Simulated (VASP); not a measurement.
# Ga2C (P6/mmm) in VASP: a series of runs, part 3 of 3

VASP 6.6.1. Earlier steps stand in the parts before.

## 5. Relaxation of cell and atoms, PBE

This run uses another cell than the first one, of 13.35 Å³/atom, 0.892 times its volume.

The input, INCAR:

```
SYSTEM = Ga2C
PREC = Accurate
ENCUT = 600
EDIFF = 1E-6
ISMEAR = 0
SIGMA = 0.1
LREAL = .FALSE.
LASPH = .TRUE.
NELM = 60
ALGO = Normal
ISIF = 3
LWAVE = .FALSE.
LCHARG = .FALSE.
GGA = PE
IBRION = 2
NSW = 90
EDIFFG = -0.04
```

The input, KPOINTS:

```
regular mesh
0
G
  6 6 4
  0 0 0
```

The input, POSCAR:

```
Ga2C
1.0
    3.4989593724      0.0000000000      0.0000000000
   -1.7494796862      3.0301877033      0.0000000000
    0.0000000000      0.0000000000      3.7779461662
Ga C
2 1
Direct
    0.3333333333      0.6666666667      0.5000000000
    0.6666666667      0.3333333333      0.5000000000
    0.0000000000      0.0000000000      0.0000000000
```

On the command line:

```console
> cat potpaw_PBE.64/Ga_d/POTCAR potpaw_PBE.64/C/POTCAR > POTCAR
> mpirun -np 1 vasp_std > vasp.out
```

It took 2.1 min on 1 thread of Intel Xeon 6975P-C (Granite Rapids), shared host; peak memory 0.17 GiB.

Results (log left out):

| Quantity | Value |
| --- | --- |
| Free energy | -9.9099 eV |
| Relaxed volume | 14.93 Å³/atom |
| Relaxed cell | a = 4.309 Å, b = 4.309 Å, c = 2.786 Å, α = 90.00°, β = 90.00°, γ = 120.00° |
| Space group after relaxing (to 0.05 Å) | P6/mmm (No. 191) |
| Energy gained by relaxing | 1173.3 meV/atom |
| Ionic steps | 18 |
| Pressure after relaxing | 0.0 GPa |
| Band gap on the k mesh | zero (band 15 reaches 7.52 eV, above the bottom of band 16 at 2.46 eV) |

Step by step:
| step | energy change (eV) | largest force (eV/Å) | pressure (GPa) | volume (Å³) |
| --- | --- | --- | --- | --- |
| 1 | 0.0000 | 0.0000 | 46.62 | 40.06 |
| 2 | -2.5048 | 0.0000 | -10.01 | 64.32 |
| 3 | -2.8925 | 0.0000 | -3.90 | 53.47 |
| 4 | -2.8934 | 0.0000 | -4.60 | 53.99 |
| 5 | -3.0513 | 0.0000 | -2.89 | 51.00 |
| 6 | -3.2459 | 0.0000 | 1.82 | 46.14 |
| 7 | -2.9165 | 0.0000 | 24.76 | 36.58 |
| 8 | -3.2995 | 0.0000 | 3.41 | 44.62 |
| 9 | -3.3799 | 0.0000 | 9.61 | 40.58 |
| 10 | -3.3762 | 0.0000 | 7.36 | 41.83 |
| 11 | -3.3832 | 0.0000 | 8.49 | 41.18 |
| 12 | -3.4309 | 0.0000 | 8.02 | 40.90 |
| 13 | -3.4310 | 0.0000 | 7.96 | 40.87 |
| 14 | -3.4702 | 0.0000 | 5.71 | 41.80 |
| 15 | -3.5188 | 0.0000 | 0.28 | 44.68 |
| 16 | -3.5189 | 0.0000 | 0.04 | 44.81 |
| 17 | -3.5194 | 0.0000 | 0.01 | 44.80 |
| 18 | -3.5199 | 0.0000 | 0.05 | 44.80 |

Final structure:
```yaml
crystal:
  lattice:
    - [4.30869, 0.00000, 0.00000]
    - [-2.15435, 3.73144, 0.00000]
    - [0.00000, 0.00000, 2.78635]
  atoms:
    - { symbol: Ga, position: [0.33333, 0.66667, 0.50000] }
    - { symbol: Ga, position: [0.66667, 0.33333, 0.50000] }
    - { symbol: C, position: [0.00000, 0.00000, 0.00000] }
```

Levels at points of the mesh, in eV from the Fermi level:
```tsv
k point	band 11	band 12	band 13	band 14	band 15	band 16	band 17	band 18	band 19
(0.00, 0.00, 0.00)	-12.57	-5.69	-2.04	-2.04	-1.01	-0.83	-0.83	2.07	9.16
(0.50, 0.00, 0.00)	-10.70	-9.28	-5.14	-4.18	1.96	2.41	3.47	4.27	9.35
(0.00, 0.00, 0.50)	-9.00	-7.38	-1.38	-0.06	-0.06	0.21	2.25	2.25	3.06
(0.50, 0.00, 0.50)	-8.10	-4.88	-4.83	-3.98	-0.41	-0.14	0.00	0.56	3.72
```

Caveat: the k points lie up to 0.56 Å⁻¹ apart in the final cell.

## 6. Relaxation of cell and atoms, PBE

The input, INCAR:

```
SYSTEM = Ga2C
PREC = Accurate
ENCUT = 600
EDIFF = 1E-6
ISMEAR = 0
SIGMA = 0.1
LREAL = .False.
LASPH = .True.
NELM = 80
ALGO = Normal
ISIF = 3
LWAVE = .False.
LCHARG = .False.
GGA = PE
IBRION = 2
NSW = 90
EDIFFG = -0.04
```

The input, KPOINTS:

```
regular mesh
0
Gamma
  6 6 6
  0 0 0
```

The input, POSCAR:

```
Ga2C
1.0
    4.3113825885      0.0000000000      0.0000000000
   -2.1556912942      3.7337668471      0.0000000000
    0.0000000000      0.0000000000      2.7892991374
Ga C
2 1
Direct
    0.3333333333      0.6666666667      0.5000000000
    0.6666666667      0.3333333333      0.5000000000
    0.0000000000      0.0000000000      0.0000000000
```

Potentials or basis: VASP PAW PBE potentials, release 64 (Ga_d, C).

On the command line:

```console
> cat potpaw_PBE.64/Ga_d/POTCAR potpaw_PBE.64/C/POTCAR > POTCAR
> mpirun -np 1 vasp_std > vasp.out
```

OUTCAR:

```text
SYSTEM = Ga2C
   PREC = Accurate
   ENCUT = 600
   EDIFF = 1E-6
   ISMEAR = 0
   LREAL = .False.
   LASPH = .True.
   NELM = 80
   ISIF = 3
   GGA = PE
   IBRION = 2
   NSW = 90
   EDIFFG = -0.04

 ion  position               nearest neighbor table
   1  0.333  0.667  0.500-   2 2.49   2 2.49   2 2.49
   2  0.667  0.333  0.500-   1 2.49   1 2.49   1 2.49
   3  0.000  0.000  0.000-

  LATTYP: Found a hexagonal cell.
 ALAT       =     4.3113825885
 C/A-ratio  =     0.6469616370

  Lattice vectors:

 A1 = (   4.3113825885,   0.0000000000,   0.0000000000)
 A2 = (  -2.1556912942,   3.7337668471,   0.0000000000)
 A3 = (   0.0000000000,   0.0000000000,   2.7892991374)

Analysis of symmetry for initial positions (statically):
=====================================================================
 Subroutine PRICEL returns:
 Original cell was already a primitive cell.

 Routine SETGRP: Setting up the symmetry group for a
 hexagonal supercell.

 Subroutine GETGRP returns: Found 24 space group operations
 (whereof 24 operations were pure point group operations)
 out of a pool of 24 trial point group operations.

The static configuration has the point symmetry D_6h.

Analysis of symmetry for dynamics (positions and initial velocities):
=====================================================================
 Subroutine PRICEL returns:
 Original cell was already a primitive cell.

 Routine SETGRP: Setting up the symmetry group for a
 hexagonal supercell.

 Subroutine GETGRP returns: Found 24 space group operations
 (whereof 24 operations were pure point group operations)
 out of a pool of 24 trial point group operations.
[... 119 lines left out ...]
   EFERMI_NEDOS =   21; number of points for ismear=-14 and -15
   IALGO  =     38    algorithm
   IMIX   =      4    mixing-type and parameters
     AMIX     =   0.40;   BMIX     =  1.00
     AMIX_MAG =   1.60;   BMIX_MAG =  1.00
  volume/ion in A,a.u.               =      14.97       101.00
  Fermi-wavevector in a.u.,A,eV,Ry     =   1.431185  2.704547 27.868666  2.048289
  Thomas-Fermi vector in A             =   2.550949
   LORBIT       =      0    0 simple, 1 ext, 2 COOP (PROOUT), +10 PAW based schemes
   GGA     = PE    functional components
   LHFCALC =     F    Hartree Fock is set to
   AEXX    =    0.0000 exact exchange contribution
   IVDW    =     0    specifies the selected vdW correction
   LEPSILON=     F    determine dielectric tensor
   LRPA    =     F    only Hartree local field effects (RPA)
 conjugate gradient relaxation of ions
 non-spin polarized calculation
 Gauss-broadening in eV      SIGMA  =   0.10
  energy-cutoff  :      600.00
  volume of cell :       44.90
 maximum number of plane-waves:      1517
 NGX is ok and might be reduce to    36
   NGX = 17   NGY = 17   NGZ = 11

--------------------------------------- Ionic step        1  -------------------------------------------

 number of electron      29.9999978 magnetization

 Free energy of the ion-electron system (eV)
  ---------------------------------------------------
  ext. energy  EPLUGINS =         0.00000000
  ---------------------------------------------------
  free energy    TOTEN  =        -9.80211910 eV

  energy without entropy =       -9.78659286  energy(sigma->0) =       -9.79435598

------------------------ aborting loop because EDIFF is reached ----------------------------------------

  FORCE on cell =-STRESS in cart. coord.  units (eV):
  Direction    XX          YY          ZZ          XY          YZ          ZX
  --------------------------------------------------------------------------------------
  -------------------------------------------------------------------------------------
  Total        0.5071709      0.5071709      0.6069159      0.0000000     -0.0000000     -0.0000000
  in kB       18.0969770     18.0969770     21.6561016      0.0000000     -0.0000000     -0.0000000
  external PRESSURE =      19.2833519 kB  Pullay stress =       0.0000000 kB
[... 135 lines left out ...]
--------------------------------------- Ionic step        5  -------------------------------------------

 number of electron      29.9999999 magnetization

 Free energy of the ion-electron system (eV)
  ---------------------------------------------------
  ext. energy  EPLUGINS =         0.00000000
  ---------------------------------------------------
  free energy    TOTEN  =        -9.81053688 eV

  energy without entropy =       -9.79777558  energy(sigma->0) =       -9.80415623

 E-fermi :   5.2690     XC(G=0): -11.1725

 val. band max:        5.2559299913   @ k =   0.3333   0.1667   0.3333
 cond. band min:       5.2701775754   @ k =   0.3333   0.3333   0.0000
 fundamental gap:      0.0142475841
 Fermi energy:         5.2689652333

 k-point     1 :       0.0000    0.0000    0.0000
  band No.  band energies     occupation
      1      -9.9686      2.00000
      2      -9.7490      2.00000
      3      -9.7490      2.00000
      4      -9.6788      2.00000
      5      -9.6412      2.00000
      6      -9.6412      2.00000
[... 505 lines left out ...]
      6      -9.6099      2.00000
[... 11 lines left out ...]
     18       6.0911      0.00000
     19       8.1931      0.00000

 [... further k-points ...]
[... 5 lines left out ...]
  --------------------------------------------------------------------------------------
  -------------------------------------------------------------------------------------
  Total       -0.1039285     -0.1039285      0.0342023     -0.0000000     -0.0000000      0.0000000
  in kB       -3.6021813     -3.6021813      1.1854601     -0.0000000     -0.0000000      0.0000000
  external PRESSURE =      -2.0063009 kB  Pullay stress =       0.0000000 kB
[... 18 lines left out ...]
  FREE ENERGIE OF THE ION-ELECTRON SYSTEM (eV)
  ---------------------------------------------------
  free  energy   TOTEN  =        -9.8105368782 eV

  energy  without entropy=       -9.7977755768  energy(sigma->0) =       -9.80415623

 reached required accuracy - stopping structural energy minimisation
```

OSZICAR:

```text
N       E                     dE             d eps       ncg     rms          rms(c)
DAV:   1     0.162077429580E+03    0.16208E+03   -0.16913E+04  1083   0.316E+03
DAV:   2     0.496585887467E+01   -0.15711E+03   -0.15368E+03  1106   0.454E+02
DAV:   3    -0.944755385399E+01   -0.14413E+02   -0.13734E+02  1276   0.111E+02
[... 38 lines left out ...]
DAV:   3    -0.981047125791E+01    0.59008E-02   -0.79490E-03  1485   0.123E+00    0.618E-02
DAV:   4    -0.981054235165E+01   -0.71094E-04   -0.16172E-03  1100   0.418E-01    0.273E-02
DAV:   5    -0.981053801042E+01    0.43412E-05   -0.63633E-05  1437   0.950E-02    0.123E-02
DAV:   6    -0.981053688804E+01    0.11224E-05   -0.50163E-06  1162   0.342E-02    0.198E-03
DAV:   7    -0.981053687825E+01    0.97934E-08   -0.78616E-07   549   0.114E-02
   5 F= -.98105369E+01 E0= -.98041562E+01  d E =-.149813E-02
```

CONTCAR:

```text
Ga2C
   1.00000000000000
     4.3324741649277945    0.0000000000002809   -0.0000000000000000
    -2.1662370824134092    3.7520326880925579   -0.0000000000000001
     0.0000000000000000   -0.0000000000000000    2.8436548390995222
  Ga              C
     2     1
Direct
     0.3333333332999970    0.6666666667000030    0.5000000000000000
     0.6666666667000030    0.3333333332999970    0.5000000000000000
     1.0000000000000000    0.0000000000000000    0.0000000000000000

  0.00000000E+00  0.00000000E+00  0.00000000E+00
  0.00000000E+00  0.00000000E+00  0.00000000E+00
  0.00000000E+00  0.00000000E+00  0.00000000E+00
```

Run time: 42 s. Hardware: 1 thread of Intel Xeon 6975P-C (Granite Rapids), shared host; peak memory 0.19 GiB.

What came out:

| Item | Value |
| --- | --- |
| Free energy | -9.8105 eV |
| Relaxed volume | 15.41 Å³/atom |
| Relaxed cell | a = 4.332 Å, b = 4.332 Å, c = 2.844 Å, α = 90.00°, β = 90.00°, γ = 120.00° |
| Space group after relaxing (to 0.05 Å) | P6/mmm (No. 191) |
| Energy gained by relaxing | 2.8 meV/atom |
| Ionic steps | 5 |
| Pressure after relaxing | -0.2 GPa |
| Band gap on the k mesh | zero (band 15 reaches 7.08 eV, above the bottom of band 16 at 2.27 eV) |

Stress tensor (GPa, compression positive):
```
-0.36  0.00  0.00
 0.00 -0.36  0.00
 0.00  0.00  0.12
```

The path:
```tsv
step	energy change (eV)	largest force (eV/Å)	pressure (GPa)	volume (Å³)
1	0.0000	0.0000	1.93	44.90
2	-0.0069	0.0000	-0.06	46.08
3	-0.0069	0.0000	0.24	46.06
4	-0.0074	0.0000	-0.03	46.10
5	-0.0084	0.0000	-0.20	46.23
```

Final structure:
```cif
data_structure
_symmetry_space_group_name_H-M 'P 1'
_symmetry_Int_Tables_number 1
_cell_length_a 4.3325
_cell_length_b 4.3325
_cell_length_c 2.8437
_cell_angle_alpha 90.000
_cell_angle_beta 90.000
_cell_angle_gamma 120.000
_cell_volume 46.23
loop_
_atom_site_label
_atom_site_type_symbol
_atom_site_fract_x
_atom_site_fract_y
_atom_site_fract_z
_atom_site_occupancy
Ga1 Ga 0.33333 0.66667 0.50000 1
Ga2 Ga 0.66667 0.33333 0.50000 1
C1 C 0.00000 0.00000 0.00000 1
```

Caveat: the k points lie up to 0.37 Å⁻¹ apart in the final cell.

## 7. Overview

| task | cell | k mesh | cutoff (eV) | gap on the mesh (eV) | pressure (GPa) | relaxed volume (Å³/atom) |
| --- | --- | --- | --- | --- | --- | --- |
| single point | a = 4.311, b = 4.311, c = 2.789 Å, angles 90.0, 90.0, 120.0°, 3 atoms | 6 × 6 × 4 | 520 | none | 0.2 | - |
| single point | a = 3.499, b = 3.499, c = 3.778 Å, angles 90.0, 90.0, 120.0°, 3 atoms | 6 × 6 × 6 | 520 | none | 47.1 | - |
| single point | a = 4.330, b = 4.330, c = 2.843 Å, angles 90.0, 90.0, 120.0°, 3 atoms | 6 × 6 × 6 | 520 | none | 0.0 | - |
| relaxation of cell and atoms | relaxed from a = 3.499, b = 3.499, c = 3.778 Å, angles 90.0, 90.0, 120.0°, 3 atoms | 6 × 6 × 4 | 600 | none | 0.0 | 14.93 |
| relaxation of cell and atoms | relaxed from a = 4.311, b = 4.311, c = 2.789 Å, angles 90.0, 90.0, 120.0°, 3 atoms | 6 × 6 × 6 | 600 | none | -0.2 | 15.41 |

Alike in all rows: level PBE; potentials or basis VASP PAW PBE potentials, release 64 (Ga_d, C); no spin polarisation; smearing gaussian 0.1 eV.

Caveats: some runs use coarse meshes.

Absolute energies hang on the potentials; compare differences alone.
